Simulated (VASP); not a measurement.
# Hg (Fd-3m) in VASP: a series of runs

Runs on Hg. Level: PBEsol. Tasks: single point.

Program: VASP 6.6.1. These are calculated values, not measurements. Logs are shortened: lines on timing, memory, paths and dates and some standing lists are left out, and cuts for length are marked.

## (1) The cell of the first run

Symmetry: Fd-3m, No. 227, cubic system. Conventional cell: a = 5.254 Å, b = 5.254 Å, c = 5.254 Å, α = 90.00°, β = 90.00°, γ = 90.00°. Within 3.0 Å of Hg (site symmetry -43m) lie 4 Hg at 2.27 Å.

## (2) Single point, PBEsol (18.13 Å³/atom)

INCAR

```
PREC = Accurate ; ENCUT = 520
EDIFF = 1E-6 ; ISMEAR = -1
SIGMA = 0.05 ; LREAL = False
LASPH = True ; NELM = 100
ALGO = Normal ; ISIF = 2
LWAVE = False ; LCHARG = False
GGA = PS ; NBANDS = 19
```

KPOINTS

```
Automatic mesh
0
Gamma
  12 12 12
```

POSCAR

```
Hg
1.0
    0.0000000000      2.6268292789      2.6268292789
    2.6268292789      0.0000000000      2.6268292789
    2.6268292789      2.6268292789      0.0000000000
Hg
2
Direct
   -0.1250000000     -0.1250000000     -0.1250000000
    0.1250000000      0.1250000000      0.1250000000
```

Potentials or basis: VASP PAW PBE potentials, release 64 (Hg).

Started as:

```bash
cat potpaw_PBE.64/Hg/POTCAR > POTCAR
mpirun -np 1 vasp_std > vasp.out
```

OUTCAR:

```text
PREC = Accurate
   ENCUT = 520
   EDIFF = 1E-6
   ISMEAR = -1
   LREAL = False
   LASPH = True
   NELM = 100
   ISIF = 2
   GGA = PS

 ion  position               nearest neighbor table
   1  0.875  0.875  0.875-   2 2.27   2 2.27   2 2.27   2 2.27
   2  0.125  0.125  0.125-   1 2.27   1 2.27   1 2.27   1 2.27

  LATTYP: Found a face centered cubic cell.
 ALAT       =     5.2536585578

  Lattice vectors:

 A1 = (   0.0000000000,   2.6268292789,   2.6268292789)
 A2 = (   2.6268292789,   0.0000000000,   2.6268292789)
 A3 = (   2.6268292789,   2.6268292789,   0.0000000000)

Analysis of symmetry for initial positions (statically):
=====================================================================
 Subroutine PRICEL returns:
 Original cell was already a primitive cell.

 Routine SETGRP: Setting up the symmetry group for a
 face centered cubic supercell.

 Subroutine GETGRP returns: Found 48 space group operations
 (whereof 12 operations were pure point group operations)
 out of a pool of 48 trial point group operations.

The static configuration has the point symmetry D_3d.
 The point group associated with its full space group is O_h .

Analysis of symmetry for dynamics (positions and initial velocities):
=====================================================================
 Subroutine PRICEL returns:
 Original cell was already a primitive cell.

 Routine SETGRP: Setting up the symmetry group for a
 face centered cubic supercell.

 Subroutine GETGRP returns: Found 48 space group operations
 (whereof 12 operations were pure point group operations)
 out of a pool of 48 trial point group operations.

The dynamic configuration has the point symmetry D_3d.
 The point group associated with its full space group is O_h .

 Subroutine INISYM returns: Found 48 space group operations
 (whereof 12 operations are pure point group operations),
 and found     1 'primitive' translations

----------------------------------------------------------------------------------------

                                     Primitive cell

  volume of cell :      36.2515

  direct lattice vectors                    reciprocal lattice vectors
     0.000000000  2.626829279  2.626829279    -0.190343546  0.190343546  0.190343546
     2.626829279  0.000000000  2.626829279     0.190343546 -0.190343546  0.190343546
     2.626829279  2.626829279  0.000000000     0.190343546  0.190343546 -0.190343546

  length of vectors
     3.714897592  3.714897592  3.714897592     0.329684693  0.329684693  0.329684693

  position of ions in fractional coordinates (direct lattice)
     0.875000000  0.875000000  0.875000000
     0.125000000  0.125000000  0.125000000

  ion indices of the primitive-cell ions
   primitive index   ion index
                 1           1
                 2           2

----------------------------------------------------------------------------------------

 KPOINTS: Automatic mesh

Automatic generation of k-mesh.
 Grid dimensions read from file:
 generate k-points for:   12   12   12

 Generating k-lattice:

  Cartesian coordinates                     Fractional coordinates (reciprocal lattice)
    -0.015861962  0.015861962  0.015861962     0.083333333  0.000000000  0.000000000
     0.015861962 -0.015861962  0.015861962     0.000000000  0.083333333  0.000000000
     0.015861962  0.015861962 -0.015861962     0.000000000  0.000000000  0.083333333

  Length of vectors
     0.027473724  0.027473724  0.027473724

  Shift w.r.t. Gamma in fractional coordinates (k-lattice)
     0.000000000  0.000000000  0.000000000

 Subroutine IBZKPT returns following result:
 ===========================================

 Found     72 irreducible k-points:

 Following reciprocal coordinates:
            Coordinates               Weight
  0.000000  0.000000  0.000000      1.000000
  0.083333  0.000000  0.000000      8.000000
  0.166667  0.000000  0.000000      8.000000
  0.250000  0.000000  0.000000      8.000000
  0.333333  0.000000  0.000000      8.000000
  0.416667  0.000000  0.000000      8.000000
[... 16 lines left out ...]
  0.500000  0.166667  0.000000     24.000000
 -0.416667  0.166667  0.000000     24.000000
 [... further k-points ...]
   k-points           NKPTS =     72   k-points in BZ     NKDIM =     72   number of bands    NBANDS=     19
   number of dos      NEDOS =    301   number of ions     NIONS =      2
   total plane-waves  NPLWV =  21952
   dimension x,y,z NGX =    28 NGY =   28 NGZ =   28
   dimension x,y,z NGXF=    56 NGYF=   56 NGZF=   56
   ions per type =               2
   NGX,Y,Z   is equivalent  to a cutoff of  12.53, 12.53, 12.53 a.u.
   NGXF,Y,Z  is equivalent  to a cutoff of  25.06, 25.06, 25.06 a.u.
 SYSTEM =  unknown system
   PREC   = accura    normal or accurate (medium, high low for compatibility)
   ISTART =      0    job   : 0-new  1-cont  2-samecut
   ICHARG =      2    charge: 1-file 2-atom 10-const
   ISPIN  =      1    spin polarized calculation?
   LNONCOLLINEAR =      F non collinear calculations
   LSORBIT =      F    spin-orbit coupling
   LASPH  =      T    aspherical Exc in radial PAW
   ENCUT  =  520.0 eV  38.22 Ry    6.18 a.u.   6.91  6.91  6.91*2*pi/ulx,y,z
   NELM   =    100;   NELMIN=  2; NELMDL= -5     # of ELM steps
   EDIFF  = 0.1E-05   stopping-criterion for ELM
   LREAL  =      F    real-space projection
   EDIFFG = 0.1E-04   stopping-criterion for IOM
   NSW    =      0    number of steps for IOM
   IBRION =     -1    ionic relax: 0-MD 1-quasi-New 2-CG
   NFREE  =      0    steps in history (QN), initial steepest desc. (CG)
   ISIF   =      2    stress and relaxation
   ISYM   =      2    0-nonsym 1-usesym 2-fastsym
   POTIM  = 0.5000    time-step for ionic-motion
   TEBEG  =    0.0;   TEEND  =   0.0 temperature during run
   PSTRESS=    0.0 pullay stress
   NELECT =      24.0000    total number of electrons
   NUPDOWN=      -1.0000    fix difference up-down
   EMIN   =  10.00;   EMAX   =-10.00  energy-range for DOS
   EFERMI =   0.00;   METHOD = LEGACY
   ISMEAR =    -1;   SIGMA  =   0.05  broadening in eV -4-tet -1-fermi 0-gaus
   EFERMI_NEDOS =   21; number of points for ismear=-14 and -15
   IALGO  =     38    algorithm
   IMIX   =      4    mixing-type and parameters
     AMIX     =   0.40;   BMIX     =  1.00
     AMIX_MAG =   1.60;   BMIX_MAG =  1.00
  volume/ion in A,a.u.               =      18.13       122.32
  Fermi-wavevector in a.u.,A,eV,Ry     =   1.426823  2.696304 27.699061  2.035824
  Thomas-Fermi vector in A             =   2.547059
   LORBIT       =      0    0 simple, 1 ext, 2 COOP (PROOUT), +10 PAW based schemes
   GGA     = PS    functional components
   LHFCALC =     F    Hartree Fock is set to
   AEXX    =    0.0000 exact exchange contribution
   IVDW    =     0    specifies the selected vdW correction
   LEPSILON=     F    determine dielectric tensor
   LRPA    =     F    only Hartree local field effects (RPA)
 non-spin polarized calculation
  energy-cutoff  :      520.00
  volume of cell :       36.25
 maximum number of plane-waves:       992
   NGX = 13   NGY = 13   NGZ = 13

 number of electron      24.0000000 magnetization

 Free energy of the ion-electron system (eV)
  ---------------------------------------------------
  ext. energy  EPLUGINS =         0.00000000
  ---------------------------------------------------
  free energy    TOTEN  =         5.73398230 eV

  energy without entropy =        5.74141489  energy(sigma->0) =        5.73769859

 E-fermi :   5.7402     XC(G=0): -12.2085

 val. band max:        5.7131809695   @ k =  -0.4167   0.3333   0.1667
 cond. band min:       5.7767479371   @ k =  -0.3333   0.2500   0.0000
 fundamental gap:      0.0635669676
 Fermi energy:         5.7401509811

 k-point     1 :       0.0000    0.0000    0.0000
  band No.  band energies     occupation
      1      -6.9627      2.00000
      2      -5.6296      2.00000
      3      -5.6296      2.00000
      4      -5.4894      2.00000
      5      -5.4894      2.00000
      6      -5.4894      2.00000
[... 11 lines left out ...]
     18      16.3367      0.00000
     19      16.3367      0.00000

 k-point     2 :       0.0833    0.0000    0.0000
  band No.  band energies     occupation
      1      -6.8425      2.00000
      2      -5.7737      2.00000
      3      -5.7737      2.00000
      4      -5.4969      2.00000
      5      -5.3054      2.00000
      6      -5.3054      2.00000
[... 11 lines left out ...]
     18      17.1545      0.00000
     19      17.5407      0.00000

 k-point     3 :       0.1667    0.0000    0.0000
  band No.  band energies     occupation
      1      -6.5121      2.00000
      2      -5.8980      2.00000
      3      -5.8980      2.00000
      4      -5.5121      2.00000
      5      -5.0866      2.00000
      6      -5.0866      2.00000
[... 11 lines left out ...]
     18      17.5093      0.00000
     19      17.5093      0.00000

 k-point     4 :       0.2500    0.0000    0.0000
  band No.  band energies     occupation
      1      -6.0834      2.00000
      2      -5.9375      2.00000
      3      -5.9375      2.00000
      4      -5.5101      2.00000
      5      -4.9614      2.00000
      6      -4.9614      2.00000
[... 11 lines left out ...]
     18      17.2884      0.00000
     19      18.3898      0.00000

 k-point     5 :       0.3333    0.0000    0.0000
  band No.  band energies     occupation
      1      -5.8947      2.00000
      2      -5.8947      2.00000
      3      -5.7766      2.00000
      4      -5.4411      2.00000
      5      -4.9758      2.00000
      6      -4.9758      2.00000
[... 11 lines left out ...]
     18      17.0977      0.00000
     19      20.1977      0.00000

 k-point     6 :       0.4167    0.0000    0.0000
  band No.  band energies     occupation
      1      -5.8008      2.00000
      2      -5.8008      2.00000
      3      -5.6787      2.00000
      4      -5.3478      2.00000
      5      -5.0837      2.00000
      6      -5.0837      2.00000
[... 11 lines left out ...]
     18      16.9723      0.00000
     19      21.5287      0.00000

 k-point     7 :       0.5000    0.0000    0.0000
  band No.  band energies     occupation
      1      -5.7420      2.00000
      2      -5.7420      2.00000
      3      -5.6570      2.00000
      4      -5.3228      2.00000
      5      -5.1540      2.00000
      6      -5.1540      2.00000
[... 11 lines left out ...]
     18      16.9289      0.00000
     19      21.9737      0.00000

 k-point     8 :       0.0833    0.0833    0.0000
  band No.  band energies     occupation
      1      -6.8010      2.00000
      2      -5.9211      2.00000
      3      -5.5522      2.00000
      4      -5.5046      2.00000
      5      -5.5046      2.00000
      6      -5.1433      2.00000
[... 256 lines left out ...]
 k-point    20 :       0.2500    0.1667    0.0000
  band No.  band energies     occupation
      1      -6.2744      2.00000
      2      -5.9791      2.00000
      3      -5.6086      2.00000
      4      -5.5769      2.00000
      5      -5.1375      2.00000
      6      -4.4933      2.00000
[... 11 lines left out ...]
     18      19.1005      0.00000
     19      19.6806      0.00000

 k-point    21 :       0.3333    0.1667    0.0000
  band No.  band energies     occupation
      1      -6.2881      2.00000
      2      -5.7323      2.00000
      3      -5.6546      2.00000
      4      -5.4731      2.00000
      5      -4.9928      2.00000
      6      -4.3789      2.00000
[... 11 lines left out ...]
     18      19.2968      0.00000
     19      19.3311      0.00000

 k-point    22 :       0.4167    0.1667    0.0000
  band No.  band energies     occupation
      1      -6.2623      2.00000
      2      -5.7179      2.00000
      3      -5.7068      2.00000
      4      -5.2389      2.00000
      5      -4.8872      2.00000
      6      -4.4401      2.00000
[... 11 lines left out ...]
     18      19.1545      0.00000
     19      19.3252      0.00000

 k-point    23 :       0.5000    0.1667    0.0000
  band No.  band energies     occupation
      1      -6.2350      2.00000
      2      -5.8075      2.00000
      3      -5.6391      2.00000
      4      -5.1350      2.00000
      5      -4.7549      2.00000
      6      -4.6297      2.00000
[... 11 lines left out ...]
     18      19.0978      0.00000
     19      19.7085      0.00000

 k-point    24 :      -0.4167    0.1667    0.0000
  band No.  band energies     occupation
      1      -6.1934      2.00000
      2      -5.9487      2.00000
      3      -5.4861      2.00000
      4      -5.1343      2.00000
      5      -4.8721      2.00000
      6      -4.5777      2.00000
[... 11 lines left out ...]
     18      19.9365      0.00000
     19      21.0054      0.00000

 [... further k-points ...]
[... 5 lines left out ...]
  --------------------------------------------------------------------------------------
  -------------------------------------------------------------------------------------
  Total       28.0957011     28.0957011     28.0957011     -0.0000000     -0.0000000      0.0000000
  in kB     1241.7235441   1241.7235441   1241.7235441     -0.0000000     -0.0000000      0.0000000
  external PRESSURE =    1241.7235441 kB  Pullay stress =       0.0000000 kB

 VOLUME and BASIS-vectors are now :
 -----------------------------------------------------------------------------
  energy-cutoff  :      520.00
  volume of cell :       36.25
      direct lattice vectors                 reciprocal lattice vectors
     0.000000000  2.626829279  2.626829279    -0.190343546  0.190343546  0.190343546
     2.626829279  0.000000000  2.626829279     0.190343546 -0.190343546  0.190343546
     2.626829279  2.626829279  0.000000000     0.190343546  0.190343546 -0.190343546

 POSITION                                       TOTAL-FORCE (eV/Angst)
 -----------------------------------------------------------------------------------
      4.59695      4.59695      4.59695        -0.000000      0.000000     -0.000000
      0.65671      0.65671      0.65671         0.000000     -0.000000      0.000000
 -----------------------------------------------------------------------------------
    total drift:                                0.000000     -0.000000     -0.000000

  FREE ENERGIE OF THE ION-ELECTRON SYSTEM (eV)
  ---------------------------------------------------
  free  energy   TOTEN  =         5.7339822951 eV

  energy  without entropy=        5.7414148904  energy(sigma->0) =        5.73769859
```

Run time: 24 s. Hardware: 1 thread of AMD EPYC 9R45 (Zen 5), shared host; peak memory 0.15 GiB.

Results:

```yaml
Free_energy: 5.7340 eV
Pressure: 124.2 GPa
Band_gap_on_the_k_mesh: zero (bands 12 and 13 overlap by 10.30 eV)
```

Caveat: the cell stands under pressure; the PAW data sets were made with another functional, which shifts forces and pressure a little; spin-orbit coupling is left out, which moves the levels of the heavy elements.

(Part 1 of 2 ends here.)

The gap in the log of VASP goes by the Fermi energy; the results here count the filled bands.